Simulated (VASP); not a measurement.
# Sn (C2/c) in VASP: notebook, part 2 of 2

VASP 6.6.1.

**4. Single point, r2SCAN**

POSCAR

```
Sn
1.0
   -2.9482820713      2.9504023647      1.5888172584
    2.9504023647     -2.9482820713      1.5888172584
    2.9460530987      2.9460530987     -1.5849306448
Sn
2
Direct
    0.0000251473      0.9999748527      0.0000000000
    0.7499748527      0.2500251473      0.5000000000
```

INCAR.step1

```
SYSTEM = Sn
PREC = Accurate ; ENCUT = 520
ISMEAR = -1 ; SIGMA = 0.3
LREAL = .FALSE. ; LASPH = .TRUE.
NELM = 100 ; NBANDS = 21
GGA = PE ; ALGO = Normal
EDIFF = 1E-4 ; LWAVE = .TRUE.
LCHARG = .FALSE.
```

INCAR.step2

```
SYSTEM = Sn
PREC = Accurate ; ENCUT = 520
EDIFF = 1E-6 ; ISMEAR = -1
SIGMA = 0.3 ; LREAL = .FALSE.
LASPH = .TRUE. ; NELM = 100
ALGO = Normal ; ISIF = 2
LWAVE = .FALSE. ; LCHARG = .FALSE.
METAGGA = R2SCAN ; LMIXTAU = .TRUE.
NBANDS = 21 ; ISTART = 1
```

KPOINTS

```
regular mesh
0
G
  11 11 8
  0 0 0
```

Potentials or basis: VASP PAW PBE potentials, release 64 (Sn_d).

On the command line:

```console
cat potpaw_PBE.64/Sn_d/POTCAR > POTCAR
cp INCAR.step1 INCAR
mpirun -np 1 vasp_std > vasp.out
cp INCAR.step2 INCAR
mpirun -np 1 vasp_std > vasp.out
```

OUTCAR:

```text
SYSTEM = Sn
   PREC = Accurate
   ENCUT = 520
   EDIFF = 1E-6
   ISMEAR = -1
   LREAL = .FALSE.
   LASPH = .TRUE.
   NELM = 100
   ISIF = 2
   METAGGA = R2SCAN
   ISTART = 1

 ion  position               nearest neighbor table
   1  0.000  1.000  0.000-   2 3.05   2 3.05   2 3.05   2 3.05
   2  0.750  0.250  0.500-   1 3.05   1 3.05   1 3.05   1 3.05

  LATTYP: Found a base centered monoclinic cell.
 ALAT       =     3.1776359316
 B/A-ratio  =     2.6252219289
 C/A-ratio  =     1.4028132337
 COS(beta)  =    -0.3546724370

  Lattice vectors:

 A1 = (  -2.9482820713,   2.9504023647,   1.5888172584)
 A2 = (   2.9504023647,  -2.9482820713,   1.5888172584)
 A3 = (   2.9460530987,   2.9460530987,  -1.5849306448)

Analysis of symmetry for initial positions (statically):
=====================================================================
 Subroutine PRICEL returns:
 Original cell was already a primitive cell.

 Routine SETGRP: Setting up the symmetry group for a
 base centered monoclinic supercell.

[... 162 lines left out ...]
  ext. energy  EPLUGINS =         0.00000000
  ---------------------------------------------------
  free energy    TOTEN  =       -49.38155992 eV

  energy without entropy =      -49.10971805  energy(sigma->0) =      -49.24563898

 E-fermi :   7.6927     XC(G=0): -11.0340

 val. band max:        7.6747968942   @ k =   0.1818   0.0909   0.0000
 cond. band min:       7.6986772815   @ k =  -0.2727   0.1818  -0.0000
 fundamental gap:      0.0238803873
 Fermi energy:         7.6927378705

 k-point     1 :       0.0000    0.0000    0.0000
  band No.  band energies     occupation
      1     -14.6266      2.00000
      2     -14.5507      2.00000
      3     -14.4967      2.00000
      4     -14.4932      2.00000
      5     -14.3261      2.00000
      6     -14.3261      2.00000
[... 565 lines left out ...]
     20      18.3556      0.00000
     21      18.6430      0.00000

 [... further k-points ...]

------------------------ aborting loop because EDIFF is reached ----------------------------------------

  FORCE on cell =-STRESS in cart. coord.  units (eV):
  Direction    XX          YY          ZZ          XY          YZ          ZX
  --------------------------------------------------------------------------------------
  -------------------------------------------------------------------------------------
  Total        0.1433107      0.1433107      0.1358788      0.0074931     -0.0097010     -0.0097010
  in kB        4.1565570      4.1565570      3.9410022      0.2173277     -0.2813659     -0.2813649
  external PRESSURE =       4.0847054 kB  Pullay stress =       0.0000000 kB

 VOLUME and BASIS-vectors are now :
 -----------------------------------------------------------------------------
  energy-cutoff  :      520.00
  volume of cell :       55.24
      direct lattice vectors                 reciprocal lattice vectors
    -2.948282071  2.950402365  1.588817258    -0.000143327  0.169386000  0.314586574
     2.950402365 -2.948282071  1.588817258     0.169386000 -0.000143327  0.314586574
     2.946053099  2.946053099 -1.584930645     0.169657695  0.169657695 -0.000226410

 POSITION                                       TOTAL-FORCE (eV/Angst)
 -----------------------------------------------------------------------------------
      2.95025     -2.94813      1.58882        -0.000815      0.000815      0.000000
     -0.00044      2.94861      0.79635         0.000815     -0.000815     -0.000000
 -----------------------------------------------------------------------------------
    total drift:                               -0.000000      0.000000     -0.000000

  FREE ENERGIE OF THE ION-ELECTRON SYSTEM (eV)
  ---------------------------------------------------
  free  energy   TOTEN  =       -49.3815599185 eV

  energy  without entropy=      -49.1097180513  energy(sigma->0) =      -49.24563898
```

OSZICAR.step1:

```text
N       E                     dE             d eps       ncg     rms          rms(c)
DAV:   1     0.221429950109E+03    0.22143E+03   -0.14411E+04 11561   0.207E+03
DAV:   2     0.153684346007E+02   -0.20606E+03   -0.20185E+03 11415   0.453E+02
DAV:   3    -0.703301269109E+01   -0.22401E+02   -0.22199E+02 13148   0.135E+02
DAV:   4    -0.774303189685E+01   -0.71002E+00   -0.70952E+00 12842   0.265E+01
DAV:   5    -0.777168302509E+01   -0.28651E-01   -0.28650E-01 16175   0.501E+00    0.228E+00
DAV:   6    -0.775710027365E+01    0.14583E-01   -0.29910E-02 15380   0.241E+00    0.128E+00
DAV:   7    -0.775367884773E+01    0.34214E-02   -0.17361E-02 15360   0.185E+00    0.161E-01
DAV:   8    -0.775362961080E+01    0.49237E-04   -0.18875E-03 13909   0.574E-01    0.375E-02
DAV:   9    -0.775363411326E+01   -0.45025E-05   -0.43924E-05  7940   0.679E-02
   1 F= -.77536341E+01 E0= -.76049223E+01  d E =-.297424E+00
```

Run time: 6.3 min. Hardware: 1 thread of Intel Xeon 6975P-C (Granite Rapids), shared host; peak memory 0.39 GiB.

What came out:

```
Free energy            : -49.3816 eV
Pressure               : 0.4 GPa
Band gap on the k mesh : zero (bands 14 and 15 overlap by 3.86 eV)
```

Levels at points of the mesh, in eV from the Fermi level:
```csv
k point,band 12,band 13,band 14,band 15,band 16,band 17
"(0.00, 0.00, 0.00)",-3.82,-2.15,-2.14,3.35,6.37,6.38
"(0.00, 0.00, 0.50)",-9.22,0.50,0.50,1.68,1.68,6.52
```

Caveat: so wide a smearing shifts energies and pressures; the PAW data sets were made with another functional, which shifts forces and pressure a little; spin-orbit coupling is left out, which moves the levels of the heavy elements.

**5. Single point, r2SCAN**

POSCAR is that of step 4.

INCAR.step1

```
SYSTEM = Sn
ALGO = Normal
EDIFF = 1E-4
ENCUT = 520
GGA = PE
ISMEAR = -1
LASPH = .TRUE.
LCHARG = .FALSE.
LREAL = .FALSE.
LWAVE = .TRUE.
NBANDS = 21
NELM = 100
PREC = Accurate
SIGMA = 0.6
```

INCAR.step2

```
SYSTEM = Sn
ALGO = Normal
EDIFF = 1E-7
ENCUT = 520
ISIF = 2
ISMEAR = -1
ISTART = 1
LASPH = .TRUE.
LCHARG = .TRUE.
LELF = .TRUE.
LMIXTAU = .TRUE.
LREAL = .FALSE.
LVHAR = .TRUE.
LWAVE = .FALSE.
METAGGA = R2SCAN
NBANDS = 21
NELM = 100
PREC = Accurate
SIGMA = 0.6
```

KPOINTS

```
k-points
0
G
  11 11 8
  0 0 0
```

On the command line:

```console
cat potpaw_PBE.64/Sn_d/POTCAR > POTCAR
cp INCAR.step1 INCAR
mpirun -np 1 vasp_std > vasp.out
cp INCAR.step2 INCAR
mpirun -np 1 vasp_std > vasp.out
```

Wall time 8.4 min (1 thread of Intel Xeon 6975P-C (Granite Rapids), shared host); peak memory 0.4 GiB.

It converged, with:

* Free energy: -49.8046 eV
* Pressure: 1.9 GPa
* Band gap on the k mesh: zero (bands 14 and 15 overlap by 3.86 eV)

Stress tensor (GPa, compression positive):
```
 1.99  0.01 -0.02
 0.01  1.99 -0.02
-0.02 -0.02  1.68
```

Levels at points of the mesh, in eV from the Fermi level:
```csv
k point,band 11,band 12,band 13,band 14,band 15,band 16,band 17,band 18
"(0.00, 0.00, 0.00)",-11.56,-3.85,-2.19,-2.18,3.31,6.34,6.34,7.24
"(0.00, 0.00, 0.50)",-9.26,-9.26,0.47,0.47,1.65,1.65,6.48,6.48
```

Caveat: so wide a smearing shifts energies and pressures; the PAW data sets were made with another functional, which shifts forces and pressure a little; spin-orbit coupling is left out, which moves the levels of the heavy elements.

**6. Overview**

```csv
smearing,gap on the mesh (eV),pressure (GPa)
methfessel-paxton 0.1 eV,none,0.0
methfessel-paxton 0.2 eV,none,0.0
fermi-dirac 0.3 eV,none,0.4
fermi-dirac 0.6 eV,none,1.9
```

Alike in all rows: task single point; level r2SCAN; potentials or basis VASP PAW PBE potentials, release 64 (Sn_d); no spin polarisation; cell as given; k mesh 11 × 11 × 8; cutoff (eV) 520.

Caveats: the PAW data sets were made with another functional, which shifts forces and pressure a little; spin-orbit coupling is left out, which moves the levels of the heavy elements; so wide a smearing shifts energies and pressures (at least some runs).

Total energies depend on the potentials used, so only differences within one code and one set of settings carry meaning.

The gap in the log of VASP goes by the Fermi energy; the results here count the filled bands.